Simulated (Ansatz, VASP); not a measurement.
# Two plane-wave programs on Ni

The input INCAR:

```
PREC = Accurate
ENCUT = 600
EDIFF = 1E-6
ISMEAR = -1
SIGMA = 0.05
LREAL = F
LASPH = T
NELM = 150
ALGO = Normal
ISIF = 3
LWAVE = F
LCHARG = F
ISPIN = 2
MAGMOM = 0.8 0.8
LORBIT = 11
LMAXMIX = 4
GGA = B5
ALDAX = 1.0
AGGAX = 1.0
AGGAC = 1.0
ALDAC = 0.0
IBRION = 2
NSW = 80
EDIFFG = -0.01
```

KPOINTS

```
regular mesh
0
Gamma
  14 14 8
```

POSCAR

```
Ni
1.0
    2.4917559660      0.0000000000      0.0000000000
   -1.2458779830      2.1579239666      0.0000000000
    0.0000000000      0.0000000000      4.0690374925
Ni
2
Direct
    0.3333333333      0.6666666667      0.2500000000
    0.6666666667      0.3333333333      0.7500000000
```

Input for Ansatz:

```yaml
crystal:
  lattice:
    - [2.491755966, 0.0, 0.0]
    - [-1.245877983, 2.1579239666, 0.0]
    - [0.0, 0.0, 4.0690374925]
  atoms:
    - { symbol: Ni, position: [0.3333333333, 0.6666666667, 0.25], spin: 0.8 }
    - { symbol: Ni, position: [0.6666666667, 0.3333333333, 0.75], spin: 0.8 }
hamiltonian:
  xc: blyp
  pseudopotentials:
    kind: paw
    azcp:
      Ni: "pseudopotentials/Ni.paw.azcp"
basis:
  ecutwfc: 420
  fft_grid_basis: typed
kpoints:
  mp_grid: { grid: [14, 14, 8], shift: [0, 0, 0] }
magnetization:
  spin_polarized: true
scf:
  occupations: { method: fermi_dirac, width: 0.05 }
relax:
  max_steps: 60
  f_tol: 0.01
  cell: {}
```

Alike in both runs: task relaxation of cell and atoms; functional BLYP; k mesh 14 × 14 × 8; occupations fermi-dirac, width 0.05 eV; collinear spin.

```csv
,VASP,Ansatz
version,VASP 6.6.1,Ansatz 0.2.0
potentials or method,"VASP PAW PBE potentials, release 64 (Ni), cutoff 600 eV","plane waves (420 eV) with PAW, scalar-relativistic"
valence electrons in the cell,20,36
```

Ansatz gave:

* net moment per atom (μB): 0.63
* size of the moment on the site where the two differ most (μB): 0.67
* relaxed volume (Å³/atom): 11.48
* relaxed length of the cell vector where the two differ most in proportion (Å): 2.526

Which values does VASP return?

net moment per atom (μB): 0.59; size of the moment on the site where the two differ most (μB): 0.60; relaxed volume (Å³/atom): 11.47; relaxed length of the cell vector where the two differ most in proportion (Å): 2.524.

VASP's potentials were made for PBE, not for BLYP. Site moments also hang on the region over which each program counts them. VASP's potentials hold 20 valence electrons a cell and Ansatz's 36, so a difference there can come from the potentials and not from the codes.
